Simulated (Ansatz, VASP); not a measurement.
One calculation of KF, two programs

```xyz
2
Lattice="3.3508 0.0000 0.0000 0.0000 3.3508 0.0000 0.0000 0.0000 3.0827" Properties=species:S:1:pos:R:3 pbc="T T T"
K     0.0000    0.0000    0.0000
F     1.6754    1.6754    1.5414
```

Alike in both runs: task single point; functional LDA; k mesh 8 × 8 × 8; occupations gaussian, width 0.05 eV; no spin polarisation.

|  | VASP | Ansatz |
| --- | --- | --- |
| version | VASP 6.6.1 | Ansatz 0.2.0 |
| potentials or method | VASP PAW LDA potentials, release 64 (K_sv, F), cutoff 520 eV | scalar-relativistic, plane waves, PAW |
| valence electrons in the cell | 16 | 16 |

Ansatz gave:

```
gap on the k mesh at the Fermi level (eV)                     : 5.68
least direct gap on the mesh (eV)                             : 5.72
pressure (GPa)                                                : -5.7
traceless stress, the component that is largest in VASP (GPa) : 4.59
```

Problem. Estimate VASP's values.

Solution. gap on the k mesh at the Fermi level (eV): 5.66; least direct gap on the mesh (eV): 5.71; pressure (GPa): -5.6; traceless stress, the component that is largest in VASP (GPa): 4.61.

LDA's correlation is that of Perdew and Zunger in VASP and of Perdew and Wang (1992) in Ansatz.
